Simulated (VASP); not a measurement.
# Ge16N (a cell with a defect) in VASP: single point with PBE

Aim: the single point of Ge16N (a cell with a defect) with PBE.

Everything below comes from runs of VASP 6.6.1. Logs are shortened: lines on timing, memory, paths and dates and some standing lists are left out, and cuts for length are marked.

## Step 1: The cell of the first run

The cell holds a defect, 17 atoms: a = 8.004 Å, b = 8.004 Å, c = 8.004 Å, α = 60.00°, β = 60.00°, γ = 60.00°.

## Step 2: Single point, PBE

File INCAR:

```
  PREC = Accurate
  ENCUT = 520
  EDIFF = 1E-6
  ISMEAR = -1
  SIGMA = 0.05
  LREAL = Auto
  LASPH = True
  NELM = 80
  ALGO = Normal
  ISIF = 2
  LWAVE = False
  LCHARG = True
  GGA = PE
  LELF = True
  LVHAR = True
  NBANDS = 128
```

File KPOINTS:

```
regular mesh
0
Gamma
  2 2 2
```

File POSCAR:

```
Ge16N
1.0
    0.0000000000      5.6600000000      5.6600000000
    5.6600000000      0.0000000000      5.6600000000
    5.6600000000      5.6600000000      0.0000000000
Ge N
16 1
Direct
    0.0029870080     -0.0250178307      0.0477865970
    0.1290919835      0.1615565507      0.1047146398
    0.0030215723     -0.0250024200      0.4743153850
    0.0927117786      0.1364152204      0.6354770346
   -0.0545452592      0.5179332521      0.0182712712
    0.1283023338      0.6052892666      0.1045858897
    0.0026580829      0.5487751367      0.4743274471
    0.1283869951      0.6053315380      0.6617772969
    0.5004626283      0.0152207169     -0.0078691278
    0.6278720658      0.1189284773      0.1344009101
    0.4727033451      0.0090178176      0.5091211514
    0.6279033296      0.1188942092      0.6187520914
    0.4997384959      0.4923466191     -0.0074343369
    0.5688363609      0.6437489225      0.1437019469
    0.4998177182      0.4923008829      0.5153197276
    0.6275547718      0.6342474159      0.6190999573
    1.0227201894      0.8262882249      0.3255460188
```

Potentials or basis: VASP PAW PBE potentials, release 64 (Ge_d, N).

Launch:

```sh
$ cat potpaw_PBE.64/Ge_d/POTCAR potpaw_PBE.64/N/POTCAR > POTCAR
$ mpirun -np 1 vasp_std > vasp.out
```

OUTCAR:

```text
PREC = Accurate
   ENCUT = 520
   EDIFF = 1E-6
   ISMEAR = -1
   LREAL = Auto
   LASPH = True
   NELM = 80
   ISIF = 2
   GGA = PE

 ion  position               nearest neighbor table
   1  0.003  0.975  0.048-  17 1.98  10 2.47   2 2.47   6 2.47   4 2.71
   2  0.129  0.162  0.105-   5 2.37   9 2.43   3 2.47   1 2.47
   3  0.003  0.975  0.474-  17 1.98  12 2.47   2 2.47   8 2.47   4 2.71
   4  0.093  0.136  0.635-  11 2.48   3 2.71   1 2.71   7 2.71
   5  0.945  0.518  0.018-   8 2.37   6 2.37   2 2.37  14 2.46
   6  0.128  0.605  0.105-   5 2.37  13 2.43   1 2.47   7 2.47
   7  0.003  0.549  0.474-  17 1.97  16 2.47   8 2.47   6 2.47   4 2.71
   8  0.128  0.605  0.662-   5 2.37  15 2.43   3 2.47   7 2.47
   9  0.500  0.015  0.992-   2 2.43  12 2.45  10 2.45  14 2.46
  10  0.628  0.119  0.134-   9 2.45  13 2.45  11 2.46   1 2.47
  11  0.473  0.009  0.509-  12 2.46  10 2.46  16 2.46   4 2.48
  12  0.628  0.119  0.619-   9 2.45  15 2.45  11 2.46   3 2.47
  13  0.500  0.492  0.993-   6 2.43  10 2.45  16 2.45  14 2.46
  14  0.569  0.644  0.144-   9 2.46  15 2.46  13 2.46   5 2.46
  15  0.500  0.492  0.515-   8 2.43  12 2.45  16 2.45  14 2.46
  16  0.628  0.634  0.619-  15 2.45  13 2.45  11 2.46   7 2.47
  17  0.023  0.826  0.326-   7 1.97   1 1.98   3 1.98

  LATTYP: Found a face centered cubic cell.
 ALAT       =    11.3200000000

  Lattice vectors:

 A1 = (   0.0000000000,   5.6600000000,   5.6600000000)
 A2 = (   5.6600000000,   0.0000000000,   5.6600000000)
 A3 = (   5.6600000000,   5.6600000000,   0.0000000000)

Analysis of symmetry for initial positions (statically):
=====================================================================
 Subroutine PRICEL returns:
 Original cell was already a primitive cell.

 Routine SETGRP: Setting up the symmetry group for a
 face centered cubic supercell.

 Subroutine GETGRP returns: Found  1 space group operations
 (whereof  1 operations were pure point group operations)
 out of a pool of 48 trial point group operations.

The static configuration has the point symmetry C_1 .

Analysis of symmetry for dynamics (positions and initial velocities):
=====================================================================
 Subroutine PRICEL returns:
 Original cell was already a primitive cell.

 Routine SETGRP: Setting up the symmetry group for a
 face centered cubic supercell.

 Subroutine GETGRP returns: Found  1 space group operations
 (whereof  1 operations were pure point group operations)
 out of a pool of 48 trial point group operations.

The dynamic configuration has the point symmetry C_1 .

 Subroutine INISYM returns: Found  1 space group operations
 (whereof  1 operations are pure point group operations),
 and found     1 'primitive' translations

----------------------------------------------------------------------------------------

                                     Primitive cell

  volume of cell :     362.6430

  direct lattice vectors                    reciprocal lattice vectors
     0.000000000  5.660000000  5.660000000    -0.088339223  0.088339223  0.088339223
     5.660000000  0.000000000  5.660000000     0.088339223 -0.088339223  0.088339223
     5.660000000  5.660000000  0.000000000     0.088339223  0.088339223 -0.088339223

  length of vectors
     8.004448763  8.004448763  8.004448763     0.153008022  0.153008022  0.153008022

  position of ions in fractional coordinates (direct lattice)
     0.002987008  0.974982169  0.047786597
     0.129091983  0.161556551  0.104714640
     0.003021572  0.974997580  0.474315385
     0.092711779  0.136415220  0.635477035
     0.945454741  0.517933252  0.018271271
     0.128302334  0.605289267  0.104585890
[... 9 lines left out ...]
     0.627554772  0.634247416  0.619099957
     0.022720189  0.826288225  0.325546019

  ion indices of the primitive-cell ions
   primitive index   ion index
                 1           1
                 2           2
                 3           3
                 4           4
                 5           5
                 6           6
[... 9 lines left out ...]
                16          16
                17          17

----------------------------------------------------------------------------------------

 KPOINTS: regular mesh

Automatic generation of k-mesh.
 Grid dimensions read from file:
 generate k-points for:    2    2    2

 Generating k-lattice:

  Cartesian coordinates                     Fractional coordinates (reciprocal lattice)
    -0.044169611  0.044169611  0.044169611     0.500000000  0.000000000  0.000000000
     0.044169611 -0.044169611  0.044169611     0.000000000  0.500000000  0.000000000
     0.044169611  0.044169611 -0.044169611     0.000000000  0.000000000  0.500000000

  Length of vectors
     0.076504011  0.076504011  0.076504011

  Shift w.r.t. Gamma in fractional coordinates (k-lattice)
     0.000000000  0.000000000  0.000000000

 Subroutine IBZKPT returns following result:
 ===========================================

 Found      8 irreducible k-points:

 Following reciprocal coordinates:
            Coordinates               Weight
  0.000000  0.000000  0.000000      1.000000
  0.500000  0.000000  0.000000      1.000000
  0.000000  0.500000  0.000000      1.000000
  0.000000  0.000000  0.500000      1.000000
  0.500000  0.500000  0.500000      1.000000
  0.500000  0.500000  0.000000      1.000000
  0.000000  0.500000  0.500000      1.000000
  0.500000  0.000000  0.500000      1.000000
   k-points           NKPTS =      8   k-points in BZ     NKDIM =      8   number of bands    NBANDS=    128
   number of dos      NEDOS =    301   number of ions     NIONS =     17
   total plane-waves  NPLWV = 216000
   dimension x,y,z NGX =    60 NGY =   60 NGZ =   60
   dimension x,y,z NGXF=   120 NGYF=  120 NGZF=  120
   ions per type =              16   1
   NGX,Y,Z   is equivalent  to a cutoff of  12.46, 12.46, 12.46 a.u.
   NGXF,Y,Z  is equivalent  to a cutoff of  24.92, 24.92, 24.92 a.u.
 SYSTEM =  unknown system
   PREC   = accura    normal or accurate (medium, high low for compatibility)
   ISTART =      0    job   : 0-new  1-cont  2-samecut
   ICHARG =      2    charge: 1-file 2-atom 10-const
   ISPIN  =      1    spin polarized calculation?
   LNONCOLLINEAR =      F non collinear calculations
   LSORBIT =      F    spin-orbit coupling
   LASPH  =      T    aspherical Exc in radial PAW
   ENCUT  =  520.0 eV  38.22 Ry    6.18 a.u.  14.88 14.88 14.88*2*pi/ulx,y,z
   NELM   =     80;   NELMIN=  2; NELMDL= -5     # of ELM steps
   EDIFF  = 0.1E-05   stopping-criterion for ELM
   LREAL  =      T    real-space projection
   EDIFFG = 0.1E-04   stopping-criterion for IOM
   NSW    =      0    number of steps for IOM
   IBRION =     -1    ionic relax: 0-MD 1-quasi-New 2-CG
   NFREE  =      0    steps in history (QN), initial steepest desc. (CG)
   ISIF   =      2    stress and relaxation
   ISYM   =      2    0-nonsym 1-usesym 2-fastsym
   POTIM  = 0.5000    time-step for ionic-motion
   TEBEG  =    0.0;   TEEND  =   0.0 temperature during run
   PSTRESS=    0.0 pullay stress
   NELECT =     229.0000    total number of electrons
   NUPDOWN=      -1.0000    fix difference up-down
   EMIN   =  10.00;   EMAX   =-10.00  energy-range for DOS
   EFERMI =   0.00;   METHOD = LEGACY
   ISMEAR =    -1;   SIGMA  =   0.05  broadening in eV -4-tet -1-fermi 0-gaus
   EFERMI_NEDOS =   21; number of points for ismear=-14 and -15
   IALGO  =     38    algorithm
   IMIX   =      4    mixing-type and parameters
     AMIX     =   0.40;   BMIX     =  1.00
     AMIX_MAG =   1.60;   BMIX_MAG =  1.00
  volume/ion in A,a.u.               =      21.33       143.96
  Fermi-wavevector in a.u.,A,eV,Ry     =   1.404517  2.654152 26.839765  1.972667
  Thomas-Fermi vector in A             =   2.527070
   LORBIT       =      0    0 simple, 1 ext, 2 COOP (PROOUT), +10 PAW based schemes
   GGA     = PE    functional components
   LHFCALC =     F    Hartree Fock is set to
   AEXX    =    0.0000 exact exchange contribution
   IVDW    =     0    specifies the selected vdW correction
   LEPSILON=     F    determine dielectric tensor
   LRPA    =     F    only Hartree local field effects (RPA)
 non-spin polarized calculation
  energy-cutoff  :      520.00
  volume of cell :      362.64
 maximum number of plane-waves:      9841
 NGX is ok and might be reduce to    60
   NGX = 29   NGY = 29   NGZ = 29

 number of electron     229.0000015 magnetization

 Free energy of the ion-electron system (eV)
  ---------------------------------------------------
  ext. energy  EPLUGINS =         0.00000000
  ---------------------------------------------------
  free energy    TOTEN  =       -75.67219707 eV

  energy without entropy =      -75.63899072  energy(sigma->0) =      -75.65559389

 E-fermi :   4.7857     XC(G=0): -10.0708

 val. band max:        4.7354535600   @ k =   0.5000   0.5000   0.5000
 cond. band min:       4.9488505294   @ k =   0.0000   0.0000   0.0000
 fundamental gap:      0.2133969694
 Fermi energy:         4.7857397629

 k-point     1 :       0.0000    0.0000    0.0000
  band No.  band energies     occupation
      1     -19.8758      2.00000
      2     -19.8539      2.00000
      3     -19.8535      2.00000
      4     -19.8001      2.00000
      5     -19.7996      2.00000
      6     -19.7735      2.00000
[... 118 lines left out ...]
    125       6.3634      0.00000
    126       6.6502      0.00000

 k-point     2 :       0.5000    0.0000    0.0000
  band No.  band energies     occupation
      1     -19.8822      2.00000
      2     -19.8548      2.00000
      3     -19.8544      2.00000
      4     -19.8104      2.00000
      5     -19.8099      2.00000
      6     -19.7748      2.00000
[... 892 lines left out ...]
    125       9.1021      0.00000
    126       9.2212      0.00000
 [bands above 126 left out]

------------------------ aborting loop because EDIFF is reached ----------------------------------------

  FORCE on cell =-STRESS in cart. coord.  units (eV):
  Direction    XX          YY          ZZ          XY          YZ          ZX
  --------------------------------------------------------------------------------------
  -------------------------------------------------------------------------------------
  Total       11.3032681     11.3051025     11.3180124      0.1262818     -0.1337581      0.1326875
  in kB       49.9384801     49.9465846     50.0036214      0.5579200     -0.5909509      0.5862210
  external PRESSURE =      49.9628954 kB  Pullay stress =       0.0000000 kB

 VOLUME and BASIS-vectors are now :
 -----------------------------------------------------------------------------
  energy-cutoff  :      520.00
  volume of cell :      362.64
      direct lattice vectors                 reciprocal lattice vectors
     0.000000000  5.660000000  5.660000000    -0.088339223  0.088339223  0.088339223
     5.660000000  0.000000000  5.660000000     0.088339223 -0.088339223  0.088339223
     5.660000000  5.660000000  0.000000000     0.088339223  0.088339223 -0.088339223

 POSITION                                       TOTAL-FORCE (eV/Angst)
 -----------------------------------------------------------------------------------
      5.78887      0.28738      5.53531        -0.000269     -0.026419     -0.016130
      1.50709      1.32335      1.64507        -0.010580      0.009438      0.002878
      8.20311      2.70173      5.53559         0.026564     -0.001457     -0.015681
      4.36891      4.12155      1.29686        -0.001744      0.002663      0.001826
      3.03492      5.45469      8.28278         0.012632     -0.011814     -0.010635
      4.01789      1.31815      4.15213         0.017526      0.022764      0.016736
[... 9 lines left out ...]
      7.09395      7.05607      7.14180        -0.004464      0.004909      0.008908
      6.51938      1.97119      4.80539        -0.047671      0.045920      0.040166
 -----------------------------------------------------------------------------------
    total drift:                                0.002281     -0.002114     -0.001554

  FREE ENERGIE OF THE ION-ELECTRON SYSTEM (eV)
  ---------------------------------------------------
  free  energy   TOTEN  =       -75.6721970717 eV

  energy  without entropy=      -75.6389907153  energy(sigma->0) =      -75.65559389
```

It took 15 min on 1 thread of Oxide Virtual Turin-like, shared host; peak memory 0.57 GiB.

Results:

* Free energy: -75.6722 eV
* Pressure: 5.0 GPa
* Largest force: 0.077 eV/Å

Forces on the atoms (eV/Å):
```
Ge   0.000 -0.026 -0.016
Ge  -0.011  0.009  0.003
Ge   0.027 -0.001 -0.016
Ge  -0.002  0.003  0.002
Ge   0.013 -0.012 -0.011
Ge   0.018  0.023  0.017
Ge   0.004 -0.006 -0.027
Ge  -0.023 -0.015  0.015
Ge   0.009 -0.008  0.007
Ge  -0.002  0.004  0.006
Ge   0.011 -0.012 -0.012
Ge  -0.003  0.002  0.006
Ge  -0.009 -0.011 -0.005
Ge   0.008 -0.009 -0.015
Ge   0.012  0.008 -0.004
Ge  -0.004  0.005  0.009
N   -0.048  0.046  0.040
```

Levels at points of the mesh, in eV from the Fermi level:
| k point | band 112 | band 113 | band 114 | band 115 | band 116 | band 117 | band 118 | band 119 |
| --- | --- | --- | --- | --- | --- | --- | --- | --- |
| (0.00, 0.00, 0.00) | -0.10 | -0.10 | 0.16 | 0.42 | 0.56 | 0.64 | 0.64 | 0.83 |
| (0.50, 0.00, 0.00) | -0.73 | -0.50 | -0.50 | 0.71 | 0.90 | 0.90 | 1.23 | 1.68 |
| (0.00, 0.50, 0.00) | -0.81 | -0.57 | -0.45 | -0.05 | 1.07 | 1.18 | 1.45 | 1.86 |
| (0.00, 0.00, 0.50) | -0.82 | -0.57 | -0.45 | -0.05 | 1.07 | 1.18 | 1.45 | 1.86 |
| (0.50, 0.50, 0.50) | -0.82 | -0.57 | -0.45 | -0.05 | 1.07 | 1.18 | 1.45 | 1.87 |
| (0.50, 0.50, 0.00) | -1.13 | -1.01 | -0.70 | -0.32 | 1.36 | 1.46 | 1.61 | 2.27 |
| (0.00, 0.50, 0.50) | -1.13 | -1.01 | -0.70 | -0.32 | 1.37 | 1.46 | 1.61 | 2.27 |
| (0.50, 0.00, 0.50) | -1.13 | -1.01 | -0.70 | -0.32 | 1.37 | 1.46 | 1.61 | 2.27 |

Caveat: the k points lie up to 0.48 Å⁻¹ apart.
